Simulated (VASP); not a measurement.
Ti, 1 atom in the cell. It takes space group I4/mmm (No. 139, tetragonal). Conventional cell: a = 2.871 Å, b = 2.871 Å, c = 4.141 Å, α = 90.00°, β = 90.00°, γ = 90.00°. Within 3.8 Å of Ti (site symmetry 4/mmm) lie 12 Ti at 2.87 to 2.90 Å.  This cell differs from its parent crystal: zz strain of +2 %.

* Program: VASP 6.6.1
* Task: single point
* Functional: LDA
* Potentials or basis: VASP PAW LDA potentials, release 64 (Ti_sv)
* Cutoff: 520 eV
* k mesh: 14 × 14 × 14
* Occupations: fermi-dirac, width 0.05 eV
* Spin: no spin polarisation
* Dipole correction: no
* Further INCAR settings: ALGO = Normal; EDIFF = 1e-07; NBANDS = 12

Potentials or basis: VASP PAW LDA potentials, release 64 (Ti_sv).

The run is started by

```sh
$ cat potpaw_LDA.64/Ti_sv/POTCAR > POTCAR
$ mpirun -np 1 vasp_std > vasp.out
```

Hardware: 1 thread of Intel(R) Xeon(R) Platinum 8375C CPU @ 2.90GHz (Ice Lake), with other jobs on the host.

**Question.** Estimate the wall time of this run.

**Answer.** It took 50 s on 1 thread of Intel(R) Xeon(R) Platinum 8375C CPU @ 2.90GHz (Ice Lake) (shared host), peak memory 0.16 GiB. Counts: scf iterations 13, k points 244.
